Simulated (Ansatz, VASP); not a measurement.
# Two plane-wave programs on SnTe

Contents of INCAR:

```
SYSTEM = SnTe
PREC = Accurate
ENCUT = 520
EDIFF = 1E-6
ISMEAR = -1
SIGMA = 0.02
LREAL = .FALSE.
LASPH = .TRUE.
NELM = 60
ALGO = Normal
ISIF = 2
LWAVE = .FALSE.
LCHARG = .FALSE.
GGA = PE
NBANDS = 17
```

KPOINTS

```
regular mesh
0
G
  8 8 8
  0 0 0
```

POSCAR

```
SnTe
1.0
   -0.0222444150      3.1830325813      3.1830325813
    3.1830325813     -0.0222444150      3.1830325813
    3.1830325813      3.1830325813     -0.0222444150
Sn Te
1 1
Direct
    0.0000000000      0.0000000000      0.0000000000
    0.5000000000      0.5000000000      0.5000000000
```

Input for Ansatz:

```yaml
crystal:
  lattice:
    - [-0.022244415, 3.1830325813, 3.1830325813]
    - [3.1830325813, -0.022244415, 3.1830325813]
    - [3.1830325813, 3.1830325813, -0.022244415]
  atoms:
    - { symbol: Sn, position: [0.0, 0.0, 0.0] }
    - { symbol: Te, position: [0.5, 0.5, 0.5] }
kpoints:
  mp_grid: { grid: [8, 8, 8] }
  band_path:
    path:
      - [0.0, 0.0, 0.0]
      - [0.5, 0.0, 0.5]
      - [0.625, 0.25, 0.625]
      - [0.375, 0.375, 0.75]
      - [0.5, 0.5, 0.5]
      - [0.5, 0.25, 0.75]
    npoints: 1
hamiltonian:
  xc: pbe
scf:
  occupations: { method: fermi_dirac, width: 0.02 }
  n_extra_bands: 4
output:
  forces: true
  stress: true
  eigenvalues: true
```

Change from the starting cell: epitaxial_111 strain +0.5%.

Alike in both runs: task single point; functional PBE; k mesh 8 × 8 × 8; occupations fermi-dirac, width 0.02 eV; no spin polarisation.

```csv
,VASP,Ansatz
version,VASP 6.6.1,Ansatz 0.2.0
potentials or method,"VASP PAW PBE potentials, release 64 (Sn_d, Te)","plane waves, PAW"
plane-wave cutoff (eV),520,420
valence electrons in the cell,20,30
```

|  | VASP | Ansatz | Ansatz less VASP |
| --- | --- | --- | --- |
| pressure (GPa) | 0.4 | 0.4 | +0.07 |
| traceless stress, the component that is largest in VASP (GPa) | 0.08 | 0.08 | 0.000 |

The functional is the same, so the differences come from potentials, cutoffs and numerics. VASP's potentials hold 20 valence electrons a cell and Ansatz's 30, so a difference there can come from the potentials and not from the codes.

Neither program's run includes spin-orbit coupling.
